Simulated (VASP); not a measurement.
# SnO2 in VASP: notebook

The runs below take SnO2 through single point, relaxation of cell and atoms, with LDA.

All numbers are computed with VASP 6.6.1; they aren't measurements. Logs are shortened: lines on timing, memory, paths and dates and some standing lists are left out, and cuts for length are marked.

## Step 1: The cell of the first run

It takes space group P4_2/mnm (No. 136, tetragonal). The conventional cell has a = 4.656 Å, b = 4.656 Å, c = 3.318 Å, α = 90.00°, β = 90.00°, γ = 90.00°. Sn (site symmetry mmm) has 6 O at 2.02 to 2.09 Å within 2.7 Å. O (site symmetry m2m) has 3 Sn at 2.02 to 2.09 Å and 1 O at 2.54 Å within 2.7 Å.

## Step 2: Single point, LDA

INCAR

```
SYSTEM = SnO2
PREC = Accurate
ENCUT = 910
EDIFF = 1E-6
ISMEAR = 0
SIGMA = 0.02
LREAL = .False.
LASPH = .True.
NELM = 120
ALGO = Normal
ISIF = 2
LWAVE = .False.
LCHARG = .False.
NBANDS = 35
GGA_COMPAT = .False.
```

KPOINTS

```
regular mesh
0
Gamma
  6 6 8
  0 0 0
```

POSCAR

```
SnO2
1.0
    4.6556671501      0.0000000000      0.0000000000
    0.0000000000      4.6557599307      0.0000000000
    0.0000000000      0.0000000000      3.3176201792
Sn O
2 4
Direct
    0.5000000000      0.5000000000      0.5000000000
    0.0000000000      0.0000000000      0.0000000000
    0.3074599202      0.3074471771      0.0000000000
    0.8074599202      0.1925528229      0.5000000000
    0.1925400798      0.8074471771      0.5000000000
    0.6925400798      0.6925528229      0.0000000000
```

Potentials or basis: VASP PAW LDA potentials, release 64 (Sn_d, O_h).

Started as:

```
$ cat potpaw_LDA.64/Sn_d/POTCAR potpaw_LDA.64/O_h/POTCAR > POTCAR
$ mpirun -np 1 vasp_std > vasp.out
```

OUTCAR:

```text
SYSTEM = SnO2
   PREC = Accurate
   ENCUT = 910
   EDIFF = 1E-6
   ISMEAR = 0
   LREAL = .False.
   LASPH = .True.
   NELM = 120
   ISIF = 2

 ion  position               nearest neighbor table
   1  0.500  0.500  0.500-   4 2.02   5 2.02   3 2.09   6 2.09   3 2.09   6 2.09   2 3.69   2 3.69
                             2 3.69   2 3.69   2 3.69   2 3.69   2 3.69   2 3.69
   2  0.000  0.000  0.000-   3 2.02   6 2.02   5 2.09   4 2.09   4 2.09   5 2.09   1 3.69   1 3.69
                             1 3.69   1 3.69   1 3.69   1 3.69   1 3.69   1 3.69
   3  0.307  0.307  0.000-   2 2.02   1 2.09   1 2.09
   4  0.807  0.193  0.500-   1 2.02   2 2.09   2 2.09
   5  0.193  0.807  0.500-   1 2.02   2 2.09   2 2.09
   6  0.693  0.693  0.000-   2 2.02   1 2.09   1 2.09

  LATTYP: Found a simple orthorhombic cell.
 ALAT       =     3.3176201792
 B/A-ratio  =     1.4033152979
 C/A-ratio  =     1.4033432639

  Lattice vectors:

 A1 = (   0.0000000000,   0.0000000000,   3.3176201792)
 A2 = (   4.6556671501,   0.0000000000,   0.0000000000)
 A3 = (   0.0000000000,   4.6557599307,   0.0000000000)

Analysis of symmetry for initial positions (statically):
=====================================================================
 Subroutine PRICEL returns:
 Original cell was already a primitive cell.

 Routine SETGRP: Setting up the symmetry group for a
 simple orthorhombic supercell.

 Subroutine GETGRP returns: Found  8 space group operations
 (whereof  4 operations were pure point group operations)
 out of a pool of  8 trial point group operations.

The static configuration has the point symmetry C_2h.
 The point group associated with its full space group is D_2h.

Analysis of symmetry for dynamics (positions and initial velocities):
=====================================================================
 Subroutine PRICEL returns:
 Original cell was already a primitive cell.

 Routine SETGRP: Setting up the symmetry group for a
 simple orthorhombic supercell.

 Subroutine GETGRP returns: Found  8 space group operations
 (whereof  4 operations were pure point group operations)
 out of a pool of  8 trial point group operations.

The dynamic configuration has the point symmetry C_2h.
 The point group associated with its full space group is D_2h.

 Subroutine INISYM returns: Found  8 space group operations
 (whereof  4 operations are pure point group operations),
 and found     1 'primitive' translations

----------------------------------------------------------------------------------------

                                     Primitive cell

  volume of cell :      71.9116
[... 97 lines left out ...]
   EDIFF  = 0.1E-05   stopping-criterion for ELM
   LREAL  =      F    real-space projection
   EDIFFG = 0.1E-04   stopping-criterion for IOM
   NSW    =      0    number of steps for IOM
   IBRION =     -1    ionic relax: 0-MD 1-quasi-New 2-CG
   NFREE  =      0    steps in history (QN), initial steepest desc. (CG)
   ISIF   =      2    stress and relaxation
   ISYM   =      2    0-nonsym 1-usesym 2-fastsym
   POTIM  = 0.5000    time-step for ionic-motion
   TEBEG  =    0.0;   TEEND  =   0.0 temperature during run
   PSTRESS=    0.0 pullay stress
   NELECT =      52.0000    total number of electrons
   NUPDOWN=      -1.0000    fix difference up-down
   EMIN   =  10.00;   EMAX   =-10.00  energy-range for DOS
   EFERMI =   0.00;   METHOD = LEGACY
   ISMEAR =     0;   SIGMA  =   0.02  broadening in eV -4-tet -1-fermi 0-gaus
   EFERMI_NEDOS =   21; number of points for ismear=-14 and -15
   IALGO  =     38    algorithm
   IMIX   =      4    mixing-type and parameters
     AMIX     =   0.40;   BMIX     =  1.00
     AMIX_MAG =   1.60;   BMIX_MAG =  1.00
  volume/ion in A,a.u.               =      11.99        80.88
  Fermi-wavevector in a.u.,A,eV,Ry     =   1.469410  2.776782 29.377220  2.159165
  Thomas-Fermi vector in A             =   2.584790
   LORBIT       =      0    0 simple, 1 ext, 2 COOP (PROOUT), +10 PAW based schemes
   GGA     = CA    functional components
   LHFCALC =     F    Hartree Fock is set to
   AEXX    =    0.0000 exact exchange contribution
   IVDW    =     0    specifies the selected vdW correction
   LEPSILON=     F    determine dielectric tensor
   LRPA    =     F    only Hartree local field effects (RPA)
 non-spin polarized calculation
 Gauss-broadening in eV      SIGMA  =   0.02
  energy-cutoff  :      910.00
  volume of cell :       71.91
 maximum number of plane-waves:      4528
 NGX is ok and might be reduce to    48
   NGX = 23   NGY = 23   NGZ = 17

 number of electron      51.9999994 magnetization

 Free energy of the ion-electron system (eV)
  ---------------------------------------------------
  ext. energy  EPLUGINS =         0.00000000
  ---------------------------------------------------
  free energy    TOTEN  =       -42.22881896 eV

  energy without entropy =      -42.22881896  energy(sigma->0) =      -42.22881896

 E-fermi :   6.4181     XC(G=0): -11.8003

 val. band max:        6.2294265727   @ k =   0.0000   0.0000   0.0000
 cond. band min:       7.1746091783   @ k =   0.0000   0.0000   0.0000
 fundamental gap:      0.9451826057
 Fermi energy:         6.4180829268

 k-point     1 :       0.0000    0.0000    0.0000
  band No.  band energies     occupation
      1     -14.7127      2.00000
      2     -13.8826      2.00000
      3     -13.7328      2.00000
      4     -13.7202      2.00000
      5     -13.7127      2.00000
      6     -13.7127      2.00000
[... 901 lines left out ...]
     34      18.1589      0.00000
     35      18.5973      0.00000

 [... further k-points ...]
[... 5 lines left out ...]
  --------------------------------------------------------------------------------------
  -------------------------------------------------------------------------------------
  Total        0.2548708      0.2541715     -4.7017360      0.0000000      0.0000000      0.0000000
  in kB        5.6784721      5.6628928   -104.7537687      0.0000000      0.0000000      0.0000000
  external PRESSURE =     -31.1374679 kB  Pullay stress =       0.0000000 kB

 VOLUME and BASIS-vectors are now :
 -----------------------------------------------------------------------------
  energy-cutoff  :      910.00
  volume of cell :       71.91
      direct lattice vectors                 reciprocal lattice vectors
     4.655667150  0.000000000  0.000000000     0.214791987  0.000000000  0.000000000
     0.000000000  4.655759931  0.000000000     0.000000000  0.214787707  0.000000000
     0.000000000  0.000000000  3.317620179     0.000000000  0.000000000  0.301420882

 POSITION                                       TOTAL-FORCE (eV/Angst)
 -----------------------------------------------------------------------------------
      2.32783      2.32788      1.65881         0.000000      0.000000      0.000000
      0.00000      0.00000      0.00000         0.000000      0.000000      0.000000
      1.43143      1.43140      0.00000        -0.001792     -0.001756      0.000000
      3.75926      0.89648      1.65881        -0.001792      0.001756      0.000000
      0.89640      3.75928      1.65881         0.001792     -0.001756      0.000000
      3.22424      3.22436      0.00000         0.001792      0.001756      0.000000
 -----------------------------------------------------------------------------------
    total drift:                                0.000000     -0.000000      0.000000

  FREE ENERGIE OF THE ION-ELECTRON SYSTEM (eV)
  ---------------------------------------------------
  free  energy   TOTEN  =       -42.2288189598 eV

  energy  without entropy=      -42.2288189598  energy(sigma->0) =      -42.22881896
```

It took 4.6 min on 1 thread of Intel Xeon Platinum 8559C (Emerald Rapids), shared host; peak memory 0.48 GiB.

What came out:

- Free energy: -42.2288 eV
- Pressure: -3.1 GPa
- Band gap on the k mesh: 0.95 eV

Forces in eV/Å, atoms in the order of the input:
```
Sn   0.000  0.000  0.000
Sn   0.000  0.000  0.000
O   -0.002 -0.002  0.000
O   -0.002  0.002  0.000
O    0.002 -0.002  0.000
O    0.002  0.002  0.000
```

Caveat: the cutoff is under 1.25 times the usual one of these potentials, so pressure, stress and relaxed cells hold a basis-set (Pulay) error; the stress differs along the axes, from -10 to 1 GPa; spin-orbit coupling is left out, which moves the levels of the heavy elements.

## Step 3: Relaxation of cell and atoms, LDA, target pressure 40 GPa, at which the enthalpy is minimised

This run uses another cell than the first one, of 10.27 Å³/atom.

INCAR

```
ALGO = Normal
EDIFF = 1E-7
EDIFFG = -0.008
ENCUT = 600
IBRION = 2
ISIF = 3
ISMEAR = 0
LASPH = T
LCHARG = F
LREAL = F
LWAVE = F
NELM = 80
NSW = 70
PREC = Accurate
PSTRESS = 400.0
SIGMA = 0.02
```

KPOINTS

```
k-points
0
Gamma
  6 6 10
```

POSCAR

```
SnO2
1.0
    4.4763954758      0.0000000000      0.0000000000
    0.0000000000      4.4758435375      0.0000000000
    0.0000000000      0.0000000000      3.0768705069
Sn O
2 4
Direct
    0.5000000000      0.5000000000      0.5000000000
    0.0000000000      0.0000000000      0.0000000000
    0.3054622125      0.3052657371      0.0000000000
    0.8054622125      0.1947342629      0.5000000000
    0.1945377875      0.8052657371      0.5000000000
    0.6945377875      0.6947342629      0.0000000000
```

Potentials or basis: VASP PAW LDA potentials, release 64 (Sn_d, O).

Started as:

```
$ cat potpaw_LDA.64/Sn_d/POTCAR potpaw_LDA.64/O/POTCAR > POTCAR
$ mpirun -np 1 vasp_std > vasp.out
```

It took 6.7 min on 1 thread of Intel Xeon 6975P-C (Granite Rapids), shared host; peak memory 0.29 GiB.

It converged, with:

| Item | Value |
| --- | --- |
| Free energy | -41.2488 eV |
| Relaxed volume | 10.35 Å³/atom |
| Relaxed cell | a = 4.467 Å, b = 4.466 Å, c = 3.114 Å, α = 90.00°, β = 90.00°, γ = 90.00° |
| Space group after relaxing (to 0.1 Å) | P4_2/mnm (No. 136) |
| Energy change on relaxing (the run minimises the enthalpy) | -22.4 meV/atom |
| Ionic steps | 7 |
| Pressure after relaxing | 40.0 GPa |
| Band gap on the k mesh | 2.85 eV |

Forces in eV/Å, atoms in the order of the input:
```
Sn   0.000  0.000  0.000
Sn   0.000  0.000  0.000
O   -0.001 -0.003  0.000
O   -0.001  0.003  0.000
O    0.001 -0.003  0.000
O    0.001  0.003  0.000
```

Step by step:
| step | energy change (eV) | largest force (eV/Å) | pressure (GPa) | volume (Å³) |
| --- | --- | --- | --- | --- |
| 1 | 0.0000 | 0.2038 | 43.81 | 61.65 |
| 2 | -0.4977 | 0.4299 | 29.77 | 63.85 |
| 3 | -0.1770 | 0.0074 | 39.26 | 62.31 |
| 4 | -0.1258 | 0.1100 | 40.27 | 62.09 |
| 5 | -0.1315 | 0.0988 | 40.16 | 62.12 |
| 6 | -0.1348 | 0.0089 | 40.04 | 62.13 |
| 7 | -0.1346 | 0.0030 | 40.05 | 62.13 |

Final structure:
```cif
data_structure
_symmetry_space_group_name_H-M 'P 1'
_symmetry_Int_Tables_number 1
_cell_length_a 4.4672
_cell_length_b 4.4665
_cell_length_c 3.1137
_cell_angle_alpha 90.000
_cell_angle_beta 90.000
_cell_angle_gamma 90.000
_cell_volume 62.13
loop_
_atom_site_label
_atom_site_type_symbol
_atom_site_fract_x
_atom_site_fract_y
_atom_site_fract_z
_atom_site_occupancy
Sn1 Sn 0.50000 0.50000 0.50000 1
Sn2 Sn 0.00000 0.00000 0.00000 1
O1 O 0.30553 0.30529 0.00000 1
O2 O 0.80553 0.19471 0.50000 1
O3 O 0.19447 0.80529 0.50000 1
O4 O 0.69447 0.69471 0.00000 1
```

Levels at points of the mesh, in eV from the valence-band top:
```csv
k point,band 24,band 25,band 26,band 27,band 28,band 29
"(0.00, 0.00, 0.00)",-0.88,-0.88,0.00,2.85,6.59,6.59
"(0.50, 0.00, 0.00)",-1.20,-0.67,-0.67,5.91,5.91,7.43
"(0.00, 0.50, 0.00)",-1.20,-0.67,-0.67,5.91,5.91,7.43
"(0.50, 0.50, 0.00)",-1.33,-0.96,-0.96,6.29,6.29,8.25
"(0.00, 0.00, 0.50)",-2.12,-1.46,-1.46,7.77,7.77,10.60
"(0.50, 0.00, 0.50)",-1.35,-0.42,-0.42,8.17,8.17,9.25
"(0.00, 0.50, 0.50)",-1.35,-0.42,-0.42,8.17,8.17,9.25
"(0.50, 0.50, 0.50)",-1.07,-0.94,-0.94,6.27,6.27,9.31
```

Caveat: the cell is relaxed towards a set pressure, so the run minimises the enthalpy, not the energy; spin-orbit coupling is left out, which moves the levels of the heavy elements.

## Step 4: Relaxation of cell and atoms, LDA

This run uses another cell than the first one, of 11.88 Å³/atom.

INCAR

```
SYSTEM = SnO2
PREC     = Accurate       ! precision mode
ENCUT    = 600            ! plane-wave cutoff, eV
EDIFF    = 1E-7           ! SCF threshold, eV
ISMEAR   = 0              ! smearing method
SIGMA    = 0.02           ! smearing width, eV
LREAL    = .FALSE.        ! projectors in reciprocal space
LASPH    = .TRUE.         ! aspherical terms in the spheres
NELM     = 120            ! most SCF steps
ALGO     = Normal         ! electronic algorithm
ISIF     = 3              ! what is computed and relaxed
LWAVE    = .FALSE.        ! write WAVECAR
LCHARG   = .FALSE.        ! write CHGCAR
GGA      = CA             ! functional
IBRION   = 2              ! ionic algorithm
NSW      = 100            ! ionic steps
EDIFFG   = -0.005         ! ionic threshold
GGA_COMPAT= .FALSE.      
NELMIN   = 4
```

KPOINTS

```
regular mesh
0
G
  6 6 8
  0 0 0
```

POSCAR

```
SnO2
1.0
    4.7225687299      0.0000000000      0.0000000000
    0.0000000000      4.7305453380      0.0000000000
    0.0000000000      0.0000000000      3.1914103639
Sn O
2 4
Direct
    0.5000000000      0.5000000000      0.5000000000
    0.0000000000      0.0000000000      0.0000000000
    0.3054134005      0.3067841113      0.0000000000
    0.8054134005      0.1932158887      0.5000000000
    0.1945865995      0.8067841113      0.5000000000
    0.6945865995      0.6932158887      0.0000000000
```

Started as:

```
$ cat potpaw_LDA.64/Sn_d/POTCAR potpaw_LDA.64/O/POTCAR > POTCAR
$ mpirun -np 1 vasp_std > vasp.out
```

It took 14 min on 1 thread of Oxide Virtual Turin-like, shared host; peak memory 0.26 GiB.

Results (log left out):

| Item | Value |
| --- | --- |
| Free energy | -42.2917 eV |
| Relaxed volume | 11.90 Å³/atom |
| Relaxed cell | a = 4.724 Å, b = 4.731 Å, c = 3.196 Å, α = 90.00°, β = 90.00°, γ = 90.00° |
| Space group after relaxing (to 0.1 Å) | P4_2/mnm (No. 136) |
| Energy gained by relaxing | 0.0 meV/atom |
| Ionic steps | 5 |
| Pressure after relaxing | 0.0 GPa |
| Band gap on the k mesh | 1.15 eV |

Forces in eV/Å, atoms in the order of the input:
```
Sn   0.000  0.000  0.000
Sn   0.000  0.000  0.000
O    0.002  0.000  0.000
O    0.002  0.000  0.000
O   -0.002  0.000  0.000
O   -0.002  0.000  0.000
```

Step by step:
```
step  energy change (eV)  largest force (eV/Å)  pressure (GPa)  volume (Å³)
   1              0.0000                0.0202            0.43        71.30
   2              0.0002                0.0244           -0.64        71.63
   3             -0.0003                0.0019           -0.04        71.44
   4             -0.0003                0.0020           -0.03        71.44
   5             -0.0003                0.0022            0.01        71.42
```

Final structure:
```yaml
crystal:
  lattice:
    - [4.72426, 0.00000, 0.00000]
    - [0.00000, 4.73057, 0.00000]
    - [0.00000, 0.00000, 3.19574]
  atoms:
    - { symbol: Sn, position: [0.50000, 0.50000, 0.50000] }
    - { symbol: Sn, position: [0.00000, 0.00000, 0.00000] }
    - { symbol: O, position: [0.30536, 0.30670, 0.00000] }
    - { symbol: O, position: [0.80536, 0.19330, 0.50000] }
    - { symbol: O, position: [0.19464, 0.80670, 0.50000] }
    - { symbol: O, position: [0.69464, 0.69330, 0.00000] }
```

Levels at points of the mesh, in eV from the valence-band top:
| k point | band 23 | band 24 | band 25 | band 26 | band 27 | band 28 | band 29 | band 30 |
| --- | --- | --- | --- | --- | --- | --- | --- | --- |
| (0.00, 0.00, 0.00) | -1.28 | -0.81 | -0.80 | 0.00 | 1.15 | 5.92 | 6.05 | 6.06 |
| (0.50, 0.00, 0.00) | -1.24 | -1.24 | -0.65 | -0.65 | 4.31 | 4.31 | 6.80 | 6.80 |
| (0.00, 0.50, 0.00) | -1.24 | -1.24 | -0.65 | -0.65 | 4.32 | 4.32 | 6.82 | 6.82 |
| (0.50, 0.50, 0.00) | -1.37 | -1.37 | -0.91 | -0.91 | 4.70 | 4.70 | 7.30 | 7.30 |
| (0.00, 0.00, 0.50) | -1.72 | -1.72 | -1.28 | -1.28 | 6.03 | 6.03 | 9.52 | 9.52 |
| (0.50, 0.00, 0.50) | -1.12 | -1.12 | -0.72 | -0.72 | 6.31 | 6.31 | 7.88 | 7.88 |
| (0.00, 0.50, 0.50) | -1.14 | -1.14 | -0.72 | -0.72 | 6.31 | 6.31 | 7.87 | 7.87 |
| (0.50, 0.50, 0.50) | -0.99 | -0.99 | -0.84 | -0.84 | 4.69 | 4.69 | 8.63 | 8.63 |

Caveat: spin-orbit coupling is left out, which moves the levels of the heavy elements.

## Step 5: Summary

| task | potentials or basis | cell | k mesh | cutoff (eV) | gap on the mesh (eV) | pressure (GPa) |
| --- | --- | --- | --- | --- | --- | --- |
| single point | VASP PAW LDA potentials, release 64 (Sn_d, O_h) | a = 4.656, b = 4.656, c = 3.318 Å, 6 atoms, atomic positions A | 6 × 6 × 8 | 910 | 0.95 | -3.1 |
| relaxation of cell and atoms | VASP PAW LDA potentials, release 64 (Sn_d, O) | relaxed to 40 GPa from a = 4.476, b = 4.476, c = 3.077 Å, 6 atoms, atomic positions B | 6 × 6 × 10 | 600 | 2.85 | 40.0 |
| relaxation of cell and atoms | VASP PAW LDA potentials, release 64 (Sn_d, O) | relaxed from a = 4.723, b = 4.731, c = 3.191 Å, 6 atoms, atomic positions C | 6 × 6 × 8 | 600 | 1.15 | 0.0 |

Alike in all rows: level LDA; no spin polarisation; smearing gaussian 0.02 eV.

Caveats: spin-orbit coupling is left out, which moves the levels of the heavy elements; the cutoff is under 1.25 times the usual one of these potentials, so pressure, stress and relaxed cells hold a basis-set (Pulay) error (at least some runs); the stress differs along the axes, from -10 to 1 GPa (at least some runs); the cell is relaxed towards a set pressure, so the run minimises the enthalpy, not the energy (at least some runs).

Absolute energies hang on the potentials; compare differences alone.
